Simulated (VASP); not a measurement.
# SiNi (Pnma) in VASP: a series of runs

Runs on SiNi. Level: PBE. Tasks: single point.

Program: VASP 6.6.1. These are calculated values, not measurements. Logs are shortened: lines on timing, memory, paths and dates and some standing lists are left out, and cuts for length are marked.

**1. The cell of the first run**

Symmetry: Pnma, No. 62, orthorhombic system. The conventional cell has a = 5.173 Å, b = 3.338 Å, c = 5.605 Å, α = 90.00°, β = 90.00°, γ = 90.00°. Ni (site symmetry m) has 6 Si at 2.28 to 2.40 Å and 4 Ni at 2.68 to 2.69 Å within 3.0 Å. Si (site symmetry m) has 6 Ni at 2.28 to 2.40 Å and 2 Si at 2.66 Å within 3.0 Å.

**2. Single point, PBE, collinear spin, ferromagnetic start**

INCAR reads:

```
PREC = Accurate
ENCUT = 520
EDIFF = 1E-6
ISMEAR = -1
SIGMA = 0.1
LREAL = False
LASPH = True
NELM = 150
ALGO = Normal
ISIF = 2
LWAVE = False
LCHARG = True
ISPIN = 2
MAGMOM = 0.3 0.3 0.3 0.3 0 0 0 0
LORBIT = 11
NUPDOWN = 1.2
LMAXMIX = 4
GGA = PE
LELF = True
LVHAR = True
NBANDS = 42
```

KPOINTS reads:

```
regular mesh
0
Gamma
  5 7 4
```

POSCAR reads:

```
SiNi
1.0
    5.1731000000      0.0000000000      0.0000000000
    0.0000000000      3.3381000000      0.0000000000
    0.0000000000      0.0000000000      5.6049000000
Ni Si
4 4
Direct
    0.0077900000      0.2500000000      0.1875200000
    0.4922100000      0.7500000000      0.6875200000
    0.5077900000      0.2500000000      0.3124800000
    0.9922100000      0.7500000000      0.8124800000
    0.3212800000      0.7500000000      0.0825000000
    0.1787200000      0.2500000000      0.5825000000
    0.8212800000      0.7500000000      0.4175000000
    0.6787200000      0.2500000000      0.9175000000
```

Potentials or basis: VASP PAW PBE potentials, release 64 (Ni, Si).

Started as:

```sh
cat potpaw_PBE.64/Ni/POTCAR potpaw_PBE.64/Si/POTCAR > POTCAR
mpirun -np 1 vasp_std > vasp.out
```

OUTCAR:

```text
PREC = Accurate
   ENCUT = 520
   EDIFF = 1E-6
   ISMEAR = -1
   LREAL = False
   LASPH = True
   NELM = 150
   ISIF = 2
   ISPIN = 2
   LORBIT = 11
   NUPDOWN = 1.2
   GGA = PE

 ion  position               nearest neighbor table
   1  0.008  0.250  0.188-   8 2.28   7 2.32   7 2.32   6 2.38   5 2.40   5 2.40   3 2.68   3 2.68
                             4 2.69   4 2.69
   2  0.492  0.750  0.688-   7 2.28   8 2.32   8 2.32   5 2.38   6 2.40   6 2.40   4 2.68   4 2.68
                             3 2.69   3 2.69
   3  0.508  0.250  0.312-   6 2.28   5 2.32   5 2.32   8 2.38   7 2.40   7 2.40   1 2.68   1 2.68
                             2 2.69   2 2.69
   4  0.992  0.750  0.812-   5 2.28   6 2.32   6 2.32   7 2.38   8 2.40   8 2.40   2 2.68   2 2.68
                             1 2.69   1 2.69
   5  0.321  0.750  0.083-   4 2.28   3 2.32   3 2.32   2 2.38   1 2.40   1 2.40   8 2.66   8 2.66

   6  0.179  0.250  0.583-   3 2.28   4 2.32   4 2.32   1 2.38   2 2.40   2 2.40   7 2.66   7 2.66

   7  0.821  0.750  0.417-   2 2.28   1 2.32   1 2.32   4 2.38   3 2.40   3 2.40   6 2.66   6 2.66

   8  0.679  0.250  0.917-   1 2.28   2 2.32   2 2.32   3 2.38   4 2.40   4 2.40   5 2.66   5 2.66

  LATTYP: Found a simple orthorhombic cell.
 ALAT       =     3.3381000000
 B/A-ratio  =     1.5497139091
 C/A-ratio  =     1.6790689314

  Lattice vectors:

 A1 = (   0.0000000000,  -3.3381000000,   0.0000000000)
 A2 = (   5.1731000000,   0.0000000000,   0.0000000000)
 A3 = (   0.0000000000,   0.0000000000,   5.6049000000)

Analysis of symmetry for initial positions (statically):
=====================================================================
 Subroutine PRICEL returns:
 Original cell was already a primitive cell.

 Routine SETGRP: Setting up the symmetry group for a
 simple orthorhombic supercell.

 Subroutine GETGRP returns: Found  8 space group operations
 (whereof  2 operations were pure point group operations)
 out of a pool of  8 trial point group operations.

The static configuration has the point symmetry S_2 .
 The point group associated with its full space group is D_2h.

Analysis of symmetry for dynamics (positions and initial velocities):
=====================================================================
 Subroutine PRICEL returns:
 Original cell was already a primitive cell.

 Routine SETGRP: Setting up the symmetry group for a
 simple orthorhombic supercell.

 Subroutine GETGRP returns: Found  8 space group operations
 (whereof  2 operations were pure point group operations)
 out of a pool of  8 trial point group operations.

The dynamic configuration has the point symmetry S_2 .
 The point group associated with its full space group is D_2h.

Analysis of structural, dynamic, and magnetic symmetry:
=====================================================================
 Subroutine PRICEL returns:
 Original cell was already a primitive cell.

 Routine SETGRP: Setting up the symmetry group for a
 simple orthorhombic supercell.

 Subroutine GETGRP returns: Found  8 space group operations
 (whereof  2 operations were pure point group operations)
 out of a pool of  8 trial point group operations.

The overall configuration has the point symmetry S_2 .
 The point group associated with its full space group is D_2h.

 Subroutine INISYM returns: Found  8 space group operations
 (whereof  2 operations are pure point group operations),
 and found     1 'primitive' translations

----------------------------------------------------------------------------------------

                                     Primitive cell

  volume of cell :      96.7872

  direct lattice vectors                    reciprocal lattice vectors
     5.173100000  0.000000000  0.000000000     0.193307688  0.000000000  0.000000000
     0.000000000  3.338100000  0.000000000     0.000000000  0.299571613  0.000000000
     0.000000000  0.000000000  5.604900000     0.000000000  0.000000000  0.178415315

  length of vectors
     5.173100000  3.338100000  5.604900000     0.193307688  0.299571613  0.178415315

  position of ions in fractional coordinates (direct lattice)
     0.007790000  0.250000000  0.187520000
     0.492210000  0.750000000  0.687520000
     0.507790000  0.250000000  0.312480000
     0.992210000  0.750000000  0.812480000
     0.321280000  0.750000000  0.082500000
     0.178720000  0.250000000  0.582500000
     0.821280000  0.750000000  0.417500000
     0.678720000  0.250000000  0.917500000

  ion indices of the primitive-cell ions
   primitive index   ion index
                 1           1
                 2           2
                 3           3
                 4           4
                 5           5
                 6           6
                 7           7
                 8           8

----------------------------------------------------------------------------------------

 KPOINTS: regular mesh

Automatic generation of k-mesh.
 Grid dimensions read from file:
 generate k-points for:    5    7    4

 Generating k-lattice:

  Cartesian coordinates                     Fractional coordinates (reciprocal lattice)
     0.038661538  0.000000000  0.000000000     0.200000000  0.000000000  0.000000000
     0.000000000  0.042795945  0.000000000     0.000000000  0.142857143  0.000000000
     0.000000000  0.000000000  0.044603829     0.000000000  0.000000000  0.250000000

  Length of vectors
     0.038661538  0.042795945  0.044603829

  Shift w.r.t. Gamma in fractional coordinates (k-lattice)
     0.000000000  0.000000000  0.000000000

 Subroutine IBZKPT returns following result:
 ===========================================

 Found     36 irreducible k-points:

 Following reciprocal coordinates:
            Coordinates               Weight
  0.000000  0.000000  0.000000      1.000000
  0.200000  0.000000  0.000000      2.000000
  0.400000  0.000000  0.000000      2.000000
  0.000000  0.142857  0.000000      2.000000
  0.200000  0.142857  0.000000      4.000000
  0.400000  0.142857  0.000000      4.000000
[... 16 lines left out ...]
  0.200000  0.428571  0.250000      8.000000
  0.400000  0.428571  0.250000      8.000000
 [... further k-points ...]
   k-points           NKPTS =     36   k-points in BZ     NKDIM =     36   number of bands    NBANDS=     42
   number of dos      NEDOS =    301   number of ions     NIONS =      8
   total plane-waves  NPLWV =  47040
   dimension x,y,z NGX =    40 NGY =   28 NGZ =   42
   dimension x,y,z NGXF=    80 NGYF=   56 NGZF=   84
   ions per type =               4   4
   NGX,Y,Z   is equivalent  to a cutoff of  12.85, 13.94, 12.46 a.u.
   NGXF,Y,Z  is equivalent  to a cutoff of  25.71, 27.89, 24.92 a.u.
 SYSTEM =  unknown system
   PREC   = accura    normal or accurate (medium, high low for compatibility)
   ISTART =      0    job   : 0-new  1-cont  2-samecut
   ICHARG =      2    charge: 1-file 2-atom 10-const
   ISPIN  =      2    spin polarized calculation?
   LNONCOLLINEAR =      F non collinear calculations
   LSORBIT =      F    spin-orbit coupling
   LASPH  =      T    aspherical Exc in radial PAW
   ENCUT  =  520.0 eV  38.22 Ry    6.18 a.u.   9.62  6.21 10.42*2*pi/ulx,y,z
   NELM   =    150;   NELMIN=  2; NELMDL= -5     # of ELM steps
   EDIFF  = 0.1E-05   stopping-criterion for ELM
   LREAL  =      F    real-space projection
   EDIFFG = 0.1E-04   stopping-criterion for IOM
   NSW    =      0    number of steps for IOM
   IBRION =     -1    ionic relax: 0-MD 1-quasi-New 2-CG
   NFREE  =      0    steps in history (QN), initial steepest desc. (CG)
   ISIF   =      2    stress and relaxation
   ISYM   =      2    0-nonsym 1-usesym 2-fastsym
   POTIM  = 0.5000    time-step for ionic-motion
   TEBEG  =    0.0;   TEEND  =   0.0 temperature during run
   PSTRESS=    0.0 pullay stress
   NELECT =      56.0000    total number of electrons
   NUPDOWN=       1.2000    fix difference up-down
   EMIN   =  10.00;   EMAX   =-10.00  energy-range for DOS
   EFERMI =   0.00;   METHOD = LEGACY
   ISMEAR =    -1;   SIGMA  =   0.10  broadening in eV -4-tet -1-fermi 0-gaus
   EFERMI_NEDOS =   21; number of points for ismear=-14 and -15
   IALGO  =     38    algorithm
   IMIX   =      4    mixing-type and parameters
     AMIX     =   0.40;   BMIX     =  1.00
     AMIX_MAG =   1.60;   BMIX_MAG =  1.00
  volume/ion in A,a.u.               =      12.10        81.64
  Fermi-wavevector in a.u.,A,eV,Ry     =   1.364158  2.577886 25.319466  1.860928
  Thomas-Fermi vector in A             =   2.490499
   LORBIT       =     11    0 simple, 1 ext, 2 COOP (PROOUT), +10 PAW based schemes
   GGA     = PE    functional components
   LHFCALC =     F    Hartree Fock is set to
   AEXX    =    0.0000 exact exchange contribution
   IVDW    =     0    specifies the selected vdW correction
   LEPSILON=     F    determine dielectric tensor
   LRPA    =     F    only Hartree local field effects (RPA)
 spin polarized calculation
  energy-cutoff  :      520.00
  volume of cell :       96.79
 maximum number of plane-waves:      2634
 NGX is ok and might be reduce to    40
   NGX = 19   NGY = 13   NGZ = 21

 number of electron      55.9999992 magnetization       1.1999999

 Free energy of the ion-electron system (eV)
  ---------------------------------------------------
  ext. energy  EPLUGINS =         0.00000000
  ---------------------------------------------------
  free energy    TOTEN  =       -47.34733886 eV

  energy without entropy =      -47.24706405  energy(sigma->0) =      -47.29720146

 E-fermi :   9.9726     XC(G=0): -12.2183

 val. band max:       10.7759847925   @ k =   0.4000   0.1429   0.5000
 cond. band min:      10.0058396190   @ k =   0.2000   0.2857   0.2500
 fundamental gap:     -0.7701451735
 Fermi energy:        10.8143515170

 spin component 1

 k-point     1 :       0.0000    0.0000    0.0000
  band No.  band energies     occupation
      1      -2.6048      1.00000
      2       0.6912      1.00000
      3       2.0530      1.00000
      4       2.5584      1.00000
      5       3.8797      1.00000
      6       4.3392      1.00000
[... 32 lines left out ...]
     39      17.2503      0.00000
[... 988 lines left out ...]
     39      17.0911      0.00000
     40      17.4334      0.00000

 [... further k-points ...]

 spin component 2

 k-point     1 :       0.0000    0.0000    0.0000
  band No.  band energies     occupation
      1      -2.5118      1.00000
      2       0.8124      1.00000
      3       2.1479      1.00000
      4       2.6380      1.00000
      5       3.9665      1.00000
      6       4.4309      1.00000
[... 32 lines left out ...]
     39      17.3482      0.00000
[... 988 lines left out ...]
     39      17.2033      0.00000
     40      17.5339      0.00000

 [... further k-points ...]

 [bands above 40 left out]

------------------------ aborting loop because EDIFF is reached ----------------------------------------

  FORCE on cell =-STRESS in cart. coord.  units (eV):
  Direction    XX          YY          ZZ          XY          YZ          ZX
  --------------------------------------------------------------------------------------
  -------------------------------------------------------------------------------------
  Total        1.6232539      1.1313141      2.0349471      0.0000000      0.0000000      0.0000000
  in kB       26.8706977     18.7273228     33.6857033      0.0000000      0.0000000      0.0000000
  external PRESSURE =      26.4279079 kB  Pullay stress =       0.0000000 kB

 VOLUME and BASIS-vectors are now :
 -----------------------------------------------------------------------------
  energy-cutoff  :      520.00
  volume of cell :       96.79
      direct lattice vectors                 reciprocal lattice vectors
     5.173100000  0.000000000  0.000000000     0.193307688  0.000000000  0.000000000
     0.000000000  3.338100000  0.000000000     0.000000000  0.299571613  0.000000000
     0.000000000  0.000000000  5.604900000     0.000000000  0.000000000  0.178415315

 POSITION                                       TOTAL-FORCE (eV/Angst)
 -----------------------------------------------------------------------------------
      0.04030      0.83452      1.05103         0.048072     -0.000000      0.067550
      2.54625      2.50357      3.85348        -0.048072     -0.000000      0.067550
      2.62685      0.83452      1.75142         0.048072      0.000000     -0.067550
      5.13280      2.50357      4.55387        -0.048072     -0.000000     -0.067550
      1.66201      2.50357      0.46240         0.033317     -0.000000      0.002891
      0.92454      0.83452      3.26485        -0.033317     -0.000000      0.002891
      4.24856      2.50357      2.34005         0.033317     -0.000000     -0.002891
      3.51109      0.83452      5.14250        -0.033317     -0.000000     -0.002891
 -----------------------------------------------------------------------------------
    total drift:                               -0.000000      0.000000     -0.000000

  FREE ENERGIE OF THE ION-ELECTRON SYSTEM (eV)
  ---------------------------------------------------
  free  energy   TOTEN  =       -47.3473388626 eV

  energy  without entropy=      -47.2470640506  energy(sigma->0) =      -47.29720146

 total charge

# of ion       s       p       d       tot
------------------------------------------
    1        0.499   0.641   8.440   9.580
    2        0.499   0.641   8.440   9.580
    3        0.499   0.641   8.440   9.580
    4        0.499   0.641   8.440   9.580
    5        0.762   0.855   0.000   1.617
    6        0.762   0.855   0.000   1.617
    7        0.762   0.855   0.000   1.617
    8        0.762   0.855   0.000   1.617
--------------------------------------------------
tot          5.046   5.987  33.759  44.792

 magnetization (x)

# of ion       s       p       d       tot
------------------------------------------
    1        0.006   0.019   0.182   0.207
    2        0.006   0.019   0.182   0.207
    3        0.006   0.019   0.182   0.207
    4        0.006   0.019   0.182   0.207
    5        0.013   0.030   0.000   0.043
    6        0.013   0.030   0.000   0.043
    7        0.013   0.030   0.000   0.043
    8        0.013   0.030   0.000   0.043
--------------------------------------------------
tot          0.076   0.197   0.727   1.000
```

Wall time 8.3 min (1 thread of Oxide Virtual Turin-like, shared host); peak memory 0.33 GiB.

Results:

```yaml
Free_energy: -47.3473 eV
Pressure: 2.6 GPa
Largest_force: 0.083 eV/Å
Net_moment: 1.20 μB per cell
Site_moments: Ni +0.21; Si +0.04 μB
Valence_electrons_inside_the_program's_atomic_spheres: Ni 9.58; Si 1.62
```

Forces in eV/Å, atoms in the order of the input:
```
Ni   0.048  0.000  0.068
Ni  -0.048  0.000  0.068
Ni   0.048  0.000 -0.068
Ni  -0.048  0.000 -0.068
Si   0.033  0.000  0.003
Si  -0.033  0.000  0.003
Si   0.033  0.000 -0.003
Si  -0.033  0.000 -0.003
```

Stress tensor (GPa, compression positive):
```
2.69 0.00 0.00
0.00 1.87 0.00
0.00 0.00 3.37
```

Caveat: the total moment is fixed, so each spin has its own Fermi level and the state may be an excited one.

(Continued in part 2 of 2.)
